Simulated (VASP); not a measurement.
## Co: single point with BLYP+D3(BJ)

Crystal: Co.

```
Co
1.0
     2.43717    0.00000    0.00000
    -1.21859    2.11065    0.00000
     0.00000    0.00000    7.97892
Co
4
Direct
  0.66667 0.33333 0.75000
  0.00000 0.00000 0.50000
  0.33333 0.66667 0.25000
  0.00000 0.00000 0.00000
```

- Program: VASP 6.6.1
- Task: single point
- Functional: BLYP
- Dispersion: D3(BJ)
- Potentials or basis: VASP PAW PBE potentials, release 64 (Co_sv)
- Cutoff: 690 eV
- k mesh: 12 × 12 × 4
- Occupations: fermi-dirac, width 0.05 eV
- Spin: collinear spin, ferromagnetic start
- Starting moments: [2.0, 2.0, 2.0, 2.0] μB
- Dipole correction: no
- Further INCAR settings: ALGO = Normal; EDIFF = 1e-06; NBANDS = 46

The pressure is 6.9 GPa. The net moment is 6.19 μB per cell. The site moments are Co +1.61, +1.58 (each value once) μB. The valence electrons inside the program's atomic spheres are Co 15.15, 15.16 (each value once) and the dispersion energy per atom is -1.010 eV.

Stress tensor (GPa, compression positive):
```
8.09 0.00 0.00
0.00 8.09 0.00
0.00 0.00 4.63
```

Levels at points of the mesh, in eV from the Fermi level:
Spin up:
| k point | band 35 | band 36 | band 37 | band 38 | band 39 | band 40 |
| --- | --- | --- | --- | --- | --- | --- |
| (0.00, 0.00, 0.00) | -1.42 | -1.09 | -1.09 | -0.66 | -0.66 | -0.12 |
| (0.50, 0.00, 0.00) | -0.39 | -0.37 | 0.46 | 1.60 | 2.80 | 3.43 |
| (0.00, 0.00, 0.50) | -1.59 | -1.59 | -0.85 | -0.85 | -0.85 | -0.85 |
| (0.50, 0.00, 0.50) | -0.41 | -0.41 | 1.50 | 1.50 | 3.11 | 3.11 |
Spin down:
| k point | band 26 | band 27 | band 28 | band 29 | band 30 | band 31 | band 32 | band 33 | band 34 | band 35 |
| --- | --- | --- | --- | --- | --- | --- | --- | --- | --- | --- |
| (0.00, 0.00, 0.00) | -1.27 | -1.27 | -0.98 | -0.98 | -0.93 | -0.93 | -0.11 | -0.01 | -0.01 | 0.38 |
| (0.50, 0.00, 0.00) | -1.27 | -0.90 | -0.16 | -0.12 | 0.71 | 1.22 | 1.24 | 1.25 | 1.28 | 1.35 |
| (0.00, 0.00, 0.50) | -1.19 | -1.19 | -1.19 | -1.07 | -1.07 | -1.07 | -1.07 | 0.19 | 0.19 | 0.19 |
| (0.50, 0.00, 0.50) | -0.96 | -0.84 | -0.84 | -0.24 | -0.24 | 0.82 | 0.82 | 1.24 | 1.24 | 1.35 |

Run time: 4.9 min on 1 thread of Intel(R) Xeon(R) Platinum 8488C (Sapphire Rapids) (shared host), peak memory 0.36 GiB.

Caveat: the cell stands under pressure; the dispersion term is far too large for a dense solid, which distorts pressure and volume; the PAW data sets were made with another functional, which shifts forces and pressure a little.
